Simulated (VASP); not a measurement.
Wanted: the native input for a VASP 6.6.1 run.

```
Task                   : single point
Functional             : PBE
Potentials or basis    : VASP PAW PBE potentials, release 64 (Mo_sv)
Cutoff                 : 520 eV
k mesh                 : 15 × 15 × 8
Occupations            : fermi-dirac, width 0.08 eV
Spin                   : no spin polarisation
Dipole correction      : no
Further INCAR settings : ALGO = Normal; EDIFF = 1e-06; NBANDS = 21
```

The structure of Mo lies in POSCAR:

```
Mo
1.0
    2.6504011491      0.0000000000      0.0000000000
   -1.3252005745      2.2953147253      0.0000000000
    0.0000000000      0.0000000000      4.1319548704
Mo
2
Direct
    0.3333333333      0.6666666667      0.2500000000
    0.6666666667      0.3333333333      0.7500000000
```

This cell differs from its parent crystal: volume scaled by 0.78.

The input as run:

INCAR

```
SYSTEM = Mo
  PREC = Accurate
  ENCUT = 520
  EDIFF = 1E-6
  ISMEAR = -1
  SIGMA = 0.08
  LREAL = .False.
  LASPH = .True.
  NELM = 100
  ALGO = Normal
  ISIF = 2
  LWAVE = .False.
  LCHARG = .False.
  GGA = PE
  NBANDS = 21
```

KPOINTS

```
regular mesh
0
Gamma
  15 15 8
  0 0 0
```

Potentials or basis: VASP PAW PBE potentials, release 64 (Mo_sv).

Run with:

```sh
$ cat potpaw_PBE.64/Mo_sv/POTCAR > POTCAR
$ mpirun -np 1 vasp_std > vasp.out
```

It gave:

```json
{
  "Pressure": "93.4 GPa",
  "Band gap on the k mesh": "zero (band 14 reaches 17.57 eV, above the bottom of band 15 at 14.78 eV)"
}
```

Run time: 25 s on 1 thread of Intel Xeon 6975P-C, with other jobs on the host, peak memory 0.18 GiB.
